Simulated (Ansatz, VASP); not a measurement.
Sb in VASP and in Ansatz

The input INCAR:

```
SYSTEM = Sb
PREC = Accurate ; ENCUT = 520
EDIFF = 1E-6 ; ISMEAR = 0
SIGMA = 0.1 ; LREAL = .FALSE.
LASPH = .TRUE. ; NELM = 60
ALGO = Normal ; ISIF = 2
LWAVE = .FALSE. ; LCHARG = .FALSE.
GGA = PS ; NBANDS = 8
```

The input KPOINTS:

```
regular mesh
0
G
  6 6 6
  0 0 0
```

File POSCAR:

```
Sb
1.0
    3.0833436100      0.0000000000      0.0000000000
    0.0000000000      3.0833436100      0.0000000000
    0.0000000000      0.0000000000      3.0833436100
Sb
1
Direct
    0.0000000000      0.0000000000      0.0000000000
```

Input for Ansatz:

```yaml
crystal:
  lattice:
    - [3.08334361, 0.0, 0.0]
    - [0.0, 3.08334361, 0.0]
    - [0.0, 0.0, 3.08334361]
  atoms:
    - { symbol: Sb, position: [0.0, 0.0, 0.0] }
basis:
  ecutwfc: 420
kpoints:
  mp_grid: { grid: [6, 6, 6] }
hamiltonian:
  xc: pbesol
  pseudopotentials: { kind: paw, azcp: { folder: soft_1 } }
scf:
  occupations: { method: gaussian, width: 0.1 }
output:
  forces: true
  stress: true
  eigenvalues: true
```

Alike in both runs: task single point; functional PBEsol; k mesh 6 × 6 × 6; occupations gaussian, width 0.1 eV; no spin polarisation.

|  | VASP | Ansatz |
| --- | --- | --- |
| version | VASP 6.6.1 | Ansatz 0.2.0 |
| potentials or method | VASP PAW PBE potentials, release 64 (Sb), cutoff 520 eV | scalar-relativistic, plane waves, PAW |
| valence electrons in the cell | 5 | 15 |

Ansatz gave:

* gap on the k mesh at the Fermi level (eV): none
* pressure (GPa): -0.9

Q: Which values does VASP return?

A: gap on the k mesh at the Fermi level (eV): none; pressure (GPa): -0.8.

VASP's potentials were made for PBE, not for PBEsol, and Ansatz warns of the same on its side. A gap of «none» marks a metal or a gap that the smearing closes. With one functional, cell and mesh, what is left measures potentials, basis and numerics. VASP's potentials hold 5 valence electrons a cell and Ansatz's 15, so a difference there can come from the potentials and not from the codes.

Neither program's run includes spin-orbit coupling.
